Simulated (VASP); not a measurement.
# NaCl (I4/mmm) in VASP: further runs

The runs below take NaCl through single point, with PBE, r2SCAN.

All numbers are computed with VASP 6.6.1; they aren't measurements. Logs are shortened: lines on timing, memory, paths and dates and some standing lists are left out, and cuts for length are marked.

### 1 The cell of the first run

It takes space group I4/mmm (No. 139, tetragonal). Conventional cell: a = 3.964 Å, b = 3.964 Å, c = 5.937 Å, α = 90.00°, β = 90.00°, γ = 90.00°. Na (site symmetry 4/mmm) has 6 Cl at 2.80 to 2.97 Å within 3.7 Å. Within 3.7 Å of Cl (site symmetry 4/mmm) lie 6 Na at 2.80 to 2.97 Å.

### 2 Single point, PBE (uniaxial x strain +5.9%)

INCAR reads:

```
SYSTEM = NaCl
PREC = Accurate ; ENCUT = 520
EDIFF = 1E-6 ; ISMEAR = -1
SIGMA = 0.02 ; LREAL = .FALSE.
LASPH = .TRUE. ; NELM = 60
ALGO = Normal ; ISIF = 2
LWAVE = .FALSE. ; LCHARG = .FALSE.
GGA = PE ; NBANDS = 14
```

KPOINTS reads:

```
regular mesh
0
G
  8 8 8
  0 0 0
```

POSCAR reads:

```
NaCl
1.0
    0.0000000000      2.8027319616      2.8027319616
    2.9683734206      0.0000000000      2.8027319616
    2.9683734206      2.8027319616      0.0000000000
Na Cl
1 1
Direct
    0.0000000000      0.0000000000      0.0000000000
    0.5000000000      0.5000000000      0.5000000000
```

Potentials or basis: VASP PAW PBE potentials, release 64 (Na_pv, Cl).

The run is started by

```
$ cat potpaw_PBE.64/Na_pv/POTCAR potpaw_PBE.64/Cl/POTCAR > POTCAR
$ mpirun -np 1 vasp_std > vasp.out
```

OUTCAR:

```text
SYSTEM = NaCl
   PREC = Accurate
   ENCUT = 520
   EDIFF = 1E-6
   ISMEAR = -1
   LREAL = .FALSE.
   LASPH = .TRUE.
   NELM = 60
   ISIF = 2
   GGA = PE

 ion  position               nearest neighbor table
   1  0.000  0.000  0.000-
   2  0.500  0.500  0.500-

  LATTYP: Found a body centered tetragonal cell.
 ALAT       =     3.9636615518
 C/A-ratio  =     1.4977935839

  Lattice vectors:

 A1 = (   2.9683734206,   0.0000000000,   2.8027319616)
 A2 = (   2.9683734206,   0.0000000000,  -2.8027319616)
 A3 = (  -2.9683734206,   2.8027319616,   0.0000000000)

Analysis of symmetry for initial positions (statically):
=====================================================================
 Subroutine PRICEL returns:
 Original cell was already a primitive cell.

 Routine SETGRP: Setting up the symmetry group for a
 body centered tetragonal supercell.

 Subroutine GETGRP returns: Found 16 space group operations
 (whereof 16 operations were pure point group operations)
 out of a pool of 16 trial point group operations.

The static configuration has the point symmetry D_4h.

Analysis of symmetry for dynamics (positions and initial velocities):
=====================================================================
 Subroutine PRICEL returns:
 Original cell was already a primitive cell.

 Routine SETGRP: Setting up the symmetry group for a
 body centered tetragonal supercell.

 Subroutine GETGRP returns: Found 16 space group operations
 (whereof 16 operations were pure point group operations)
 out of a pool of 16 trial point group operations.

The dynamic configuration has the point symmetry D_4h.

 Subroutine INISYM returns: Found 16 space group operations
 (whereof 16 operations are pure point group operations),
 and found     1 'primitive' translations

----------------------------------------------------------------------------------------

                                     Primitive cell

  volume of cell :      46.6350

  direct lattice vectors                    reciprocal lattice vectors
     0.000000000  2.802731962  2.802731962    -0.168442419  0.178397366  0.178397366
     2.968373421  0.000000000  2.802731962     0.168442419 -0.178397366  0.178397366
[... 84 lines left out ...]
   NELM   =     60;   NELMIN=  2; NELMDL= -5     # of ELM steps
   EDIFF  = 0.1E-05   stopping-criterion for ELM
   LREAL  =      F    real-space projection
[... 7 lines left out ...]
   TEBEG  =    0.0;   TEEND  =   0.0 temperature during run
   PSTRESS=    0.0 pullay stress
   NELECT =      14.0000    total number of electrons
   NUPDOWN=      -1.0000    fix difference up-down
   EMIN   =  10.00;   EMAX   =-10.00  energy-range for DOS
   EFERMI =   0.00;   METHOD = LEGACY
   ISMEAR =    -1;   SIGMA  =   0.02  broadening in eV -4-tet -1-fermi 0-gaus
   EFERMI_NEDOS =   21; number of points for ismear=-14 and -15
   IALGO  =     38    algorithm
   IMIX   =      4    mixing-type and parameters
     AMIX     =   0.40;   BMIX     =  1.00
     AMIX_MAG =   1.60;   BMIX_MAG =  1.00
  volume/ion in A,a.u.               =      23.32       157.35
  Fermi-wavevector in a.u.,A,eV,Ry     =   1.096176  2.071472 16.348785  1.201602
  Thomas-Fermi vector in A             =   2.232513
   LORBIT       =      0    0 simple, 1 ext, 2 COOP (PROOUT), +10 PAW based schemes
   GGA     = PE    functional components
   LHFCALC =     F    Hartree Fock is set to
   AEXX    =    0.0000 exact exchange contribution
   IVDW    =     0    specifies the selected vdW correction
   LEPSILON=     F    determine dielectric tensor
   LRPA    =     F    only Hartree local field effects (RPA)
 non-spin polarized calculation
  energy-cutoff  :      520.00
  volume of cell :       46.63
 maximum number of plane-waves:      1276
 NGX is ok and might be reduce to    30
   NGX = 15   NGY = 15   NGZ = 15

 number of electron      13.9999986 magnetization

 Free energy of the ion-electron system (eV)
  ---------------------------------------------------
  ext. energy  EPLUGINS =         0.00000000
  ---------------------------------------------------
  free energy    TOTEN  =        -6.76759442 eV

  energy without entropy =       -6.76759442  energy(sigma->0) =       -6.76759442

 E-fermi :  -0.5185     XC(G=0):  -7.9965

 val. band max:       -0.9295829017   @ k =   0.0000   0.0000   0.0000
 cond. band min:       4.0114248492   @ k =   0.0000   0.0000   0.0000
 fundamental gap:      4.9410077509
 Fermi energy:        -0.5184900330

 k-point     1 :       0.0000    0.0000    0.0000
  band No.  band energies     occupation
      1     -21.8478      2.00000
      2     -21.8371      2.00000
      3     -21.8370      2.00000
      4     -13.5305      2.00000
      5      -0.9671      2.00000
      6      -0.9671      2.00000
      7      -0.9296      2.00000
      8       4.0114      0.00000
      9       9.8615      0.00000
     10      10.2826      0.00000
     11      10.2826      0.00000
     12      11.8855      0.00000
     13      12.5767      0.00000
     14      13.8030      0.00000
[... 377 lines left out ...]
      1     -21.8562      2.00000
      2     -21.8495      2.00000
      3     -21.8371      2.00000
      4     -13.3144      2.00000
      5      -2.2596      2.00000
      6      -1.3033      2.00000
      7      -1.0862      2.00000
      8       6.1051      0.00000
      9       8.6287      0.00000
     10       9.7702      0.00000
     11      10.7566      0.00000
     12      11.9068      0.00000
     13      13.4977      0.00000
     14      14.9513      0.00000

 [... further k-points ...]

------------------------ aborting loop because EDIFF is reached ----------------------------------------

  FORCE on cell =-STRESS in cart. coord.  units (eV):
  Direction    XX          YY          ZZ          XY          YZ          ZX
  --------------------------------------------------------------------------------------
  -------------------------------------------------------------------------------------
  Total       -0.3574598      0.1521144      0.1521144      0.0000000      0.0000000     -0.0000000
  in kB      -12.2807863      5.2259997      5.2259997      0.0000000      0.0000000     -0.0000000
  external PRESSURE =      -0.6095956 kB  Pullay stress =       0.0000000 kB

 VOLUME and BASIS-vectors are now :
 -----------------------------------------------------------------------------
  energy-cutoff  :      520.00
  volume of cell :       46.63
      direct lattice vectors                 reciprocal lattice vectors
     0.000000000  2.802731962  2.802731962    -0.168442419  0.178397366  0.178397366
     2.968373421  0.000000000  2.802731962     0.168442419 -0.178397366  0.178397366
     2.968373421  2.802731962  0.000000000     0.168442419  0.178397366 -0.178397366

 POSITION                                       TOTAL-FORCE (eV/Angst)
 -----------------------------------------------------------------------------------
      0.00000      0.00000      0.00000         0.000000     -0.000000      0.000000
      2.96837      2.80273      2.80273         0.000000      0.000000     -0.000000
 -----------------------------------------------------------------------------------
    total drift:                               -0.000000      0.000000      0.000000

  FREE ENERGIE OF THE ION-ELECTRON SYSTEM (eV)
  ---------------------------------------------------
  free  energy   TOTEN  =        -6.7675944232 eV

  energy  without entropy=       -6.7675944232  energy(sigma->0) =       -6.76759442
```

OSZICAR:

```text
N       E                     dE             d eps       ncg     rms          rms(c)
DAV:   1     0.997593705288E+02    0.99759E+02   -0.70691E+03  1664   0.101E+03
DAV:   2     0.174465176628E+01   -0.98015E+02   -0.89930E+02  1818   0.265E+02
DAV:   3    -0.683056043885E+01   -0.85752E+01   -0.85208E+01  2138   0.724E+01
DAV:   4    -0.697285089193E+01   -0.14229E+00   -0.14222E+00  1964   0.101E+01
DAV:   5    -0.697600857001E+01   -0.31577E-02   -0.31574E-02  2218   0.155E+00    0.215E+00
DAV:   6    -0.677350498473E+01    0.20250E+00   -0.34250E-01  2062   0.330E+00    0.160E+00
DAV:   7    -0.676149953962E+01    0.12005E-01   -0.83870E-02  2208   0.162E+00    0.109E+00
DAV:   8    -0.676757889971E+01   -0.60794E-02   -0.10562E-02  1844   0.864E-01    0.296E-01
DAV:   9    -0.676746427581E+01    0.11462E-03   -0.22689E-04  2174   0.115E-01    0.168E-01
DAV:  10    -0.676760819372E+01   -0.14392E-03   -0.39521E-04  1916   0.143E-01    0.769E-02
DAV:  11    -0.676759440098E+01    0.13793E-04   -0.23970E-05  2180   0.418E-02    0.182E-02
DAV:  12    -0.676759442319E+01   -0.22210E-07   -0.29106E-06  1922   0.143E-02
   1 F= -.67675944E+01 E0= -.67675944E+01  d E =-.499515E-11
```

Run time: 29 s. Hardware: 1 thread of Intel Xeon Platinum 8259CL at 2.50GHz (Skylake/Cascade Lake), shared host; peak memory 0.18 GiB.

Results:

```yaml
Free_energy: -6.7676 eV
Pressure: -0.1 GPa
Band_gap_on_the_k_mesh: 4.94 eV
```

Caveat: the cell differs from its parent crystal (uniaxial x strain +5.9%). A k mesh can miss the band edges.

### 3 Single point, r2SCAN (uniaxial x strain +5.9%)

POSCAR is that of step 2.

INCAR.step1 reads:

```
PREC     = Accurate       # precision mode
ENCUT    = 520            # plane-wave cutoff, eV
ISMEAR   = 0              # smearing method
SIGMA    = 0.01           # smearing width, eV
LREAL    = F              # projectors in reciprocal space
LASPH    = T              # aspherical terms in the spheres
NELM     = 60             # most SCF steps
NBANDS   = 14             # bands
GGA      = PE             # functional
ALGO     = Normal         # electronic algorithm
EDIFF    = 1E-4           # SCF threshold, eV
LWAVE    = T              # write WAVECAR
LCHARG   = F              # write CHGCAR
```

INCAR.step2 reads:

```
PREC     = Accurate       # precision mode
ENCUT    = 520            # plane-wave cutoff, eV
EDIFF    = 1E-7           # SCF threshold, eV
ISMEAR   = 0              # smearing method
SIGMA    = 0.01           # smearing width, eV
LREAL    = F              # projectors in reciprocal space
LASPH    = T              # aspherical terms in the spheres
NELM     = 60             # most SCF steps
ALGO     = Normal         # electronic algorithm
ISIF     = 2              # what is computed and relaxed
LWAVE    = F              # write WAVECAR
LCHARG   = F              # write CHGCAR
METAGGA  = R2SCAN         # meta-GGA
LMIXTAU  = T            
NBANDS   = 14             # bands
ISTART   = 1
```

KPOINTS reads:

```
Automatic mesh
0
Gamma
  8 8 8
```

Potentials or basis: VASP PAW PBE potentials, release 64 (Na_pv, Cl).

The run is started by

```
$ cat potpaw_PBE.64/Na_pv/POTCAR potpaw_PBE.64/Cl/POTCAR > POTCAR
$ cp INCAR.step1 INCAR
$ mpirun -np 1 vasp_std > vasp.out
$ cp INCAR.step2 INCAR
$ mpirun -np 1 vasp_std > vasp.out
```

It took 2.8 min on 1 thread of Intel Xeon Platinum 8259CL at 2.50GHz (Skylake/Cascade Lake), shared host; peak memory 0.18 GiB.

It converged, with:

* Free energy: -13.7650 eV
* Pressure: -1.4 GPa
* Band gap on the k mesh: 5.74 eV

Stress tensor (GPa, compression positive):
```
-2.60  0.00  0.00
 0.00 -0.83  0.00
 0.00  0.00 -0.83
```

Levels at points of the mesh, in eV from the valence-band top:
```tsv
k point	band 3	band 4	band 5	band 6	band 7	band 8	band 9	band 10	band 11	band 12
(0.00, 0.00, 0.00)	-21.60	-13.16	-0.03	-0.03	0.00	5.74	11.44	11.86	11.86	13.55
(0.50, 0.00, 0.00)	-21.60	-12.85	-1.83	-0.31	-0.25	7.84	11.26	11.40	11.96	15.70
(0.50, 0.50, 0.00)	-21.61	-12.79	-1.59	-0.71	-0.54	8.32	8.56	12.08	15.02	15.82
(0.00, 0.50, 0.50)	-21.61	-12.84	-1.62	-0.52	-0.52	8.35	8.77	11.53	15.80	15.80
```

Caveat: the cell differs from its parent crystal (uniaxial x strain +5.9%); the PAW data sets were made with another functional, which shifts forces and pressure a little. A k mesh can miss the band edges.
